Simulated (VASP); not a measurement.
AlGaN2: single point with LDA

Crystal: AlGaN2.

```xyz
4
Lattice="2.8816 0.0000 0.0000 0.0000 2.8816 0.0000 0.0000 0.0000 4.3843" Properties=species:S:1:pos:R:3 pbc="T T T"
Al    1.4408    1.4408    2.1922
Ga    0.0000    0.0000    0.0000
N     1.4408    0.0000    3.2446
N     0.0000    1.4408    1.1397
```

This cell differs from its parent crystal: strain -0.0750 x Voigt [1, 1, 0, 0, 0, 0].

```
Program                : VASP 6.6.1
Task                   : single point
Functional             : LDA
Potentials or basis    : VASP PAW LDA potentials, release 64 (Al, Ga_d, N)
Cutoff                 : 520 eV
k mesh                 : 8 × 8 × 6
Occupations            : gaussian, width 0.05 eV
Spin                   : no spin polarisation
Dipole correction      : no
Further INCAR settings : ALGO = Normal; EDIFF = 1e-06; NBANDS = 21
```

```json
{
  "Pressure": "45.4 GPa",
  "Largest force": "0.035 eV/Å",
  "Band gap on the k mesh": "2.98 eV, indirect (least direct gap 3.89 eV)"
}
```

Forces on the atoms (eV/Å):
```
Al   0.000  0.000  0.000
Ga   0.000  0.000  0.000
N    0.000  0.000  0.035
N    0.000  0.000 -0.035
```

Stress tensor (GPa, compression positive):
```
49.10  0.00  0.00
 0.00 49.10  0.00
 0.00  0.00 37.86
```

Levels at points of the mesh, in eV from the valence-band top:
| k point | band 10 | band 11 | band 12 | band 13 | band 14 | band 15 | band 16 | band 17 |
| --- | --- | --- | --- | --- | --- | --- | --- | --- |
| (0.00, 0.00, 0.00) | -2.47 | -0.73 | 0.00 | 0.00 | 3.89 | 4.11 | 9.17 | 12.42 |
| (0.50, 0.00, 0.00) | -3.94 | -3.86 | -0.92 | -0.56 | 7.75 | 8.40 | 9.62 | 9.84 |
| (0.50, 0.50, 0.00) | -3.19 | -3.09 | -3.09 | -3.05 | 2.98 | 2.98 | 6.54 | 9.11 |
| (0.00, 0.00, 0.50) | -1.76 | -1.76 | -0.94 | -0.94 | 5.75 | 5.90 | 9.17 | 10.59 |
| (0.50, 0.00, 0.50) | -1.49 | -1.28 | -0.91 | -0.44 | 6.18 | 7.42 | 9.99 | 10.38 |
| (0.50, 0.50, 0.50) | -4.88 | -4.06 | -4.06 | -3.95 | 5.85 | 5.85 | 10.52 | 11.08 |

Wall time 18 s on 1 thread of AMD EPYC 9R45 96-Core Processor (Zen 5) (shared host), peak memory 0.14 GiB.

Caveat: the cell differs from its parent crystal (strain -0.0750 x Voigt [1, 1, 0, 0, 0, 0]). A k mesh can miss the band edges.
